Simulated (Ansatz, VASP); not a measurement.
Zr2PdS3 in VASP and in Ansatz

```
CELL_PARAMETERS angstrom
3.95566 0.00000 0.00000
0.00000 3.95566 0.00000
0.00000 0.00000 6.57999
ATOMIC_POSITIONS crystal
Zr 0.50000 0.00000 0.26714
Zr 0.00000 0.50000 0.73286
Pd 0.50000 0.50000 0.00000
S 0.00000 0.00000 0.00000
S 0.50000 0.00000 0.67563
S 0.00000 0.50000 0.32437
```

Change from the starting cell: species swapped into the Mn3CoAs2 type (P-4m2, No. 115).

Alike in both runs: task single point; functional PBE; k mesh 4 × 4 × 4; occupations gaussian, width 0.1 eV; no spin polarisation.

|  | VASP | Ansatz |
| --- | --- | --- |
| version | VASP 6.6.1 | Ansatz 0.2.0 |
| potentials or method | VASP PAW PBE potentials, release 64 (Zr_sv, Pd, S), cutoff 520 eV | scalar-relativistic, plane waves, PAW |
| valence electrons in the cell | 52 | 60 |

Ansatz gave:

- gap on the k mesh at the Fermi level (eV): none
- pressure (GPa): 5.0
- traceless stress, the component that is largest in VASP (GPa): 7.07
- rms of the force components (eV/Å): 0.658

Question: Estimate VASP's values.

Answer: gap on the k mesh at the Fermi level (eV): none; pressure (GPa): 5.0; traceless stress, the component that is largest in VASP (GPa): 7.06; rms of the force components (eV/Å): 0.657.

Atom by atom the forces differ by 0.004 eV/Å (rms over components). A gap of «none» marks a metal or a gap that the smearing closes. With one functional, cell and mesh, what is left measures potentials, basis and numerics. VASP's potentials hold 52 valence electrons a cell and Ansatz's 60, so a difference there can come from the potentials and not from the codes.

The k mesh is coarse, so the values compare programs but aren't converged.
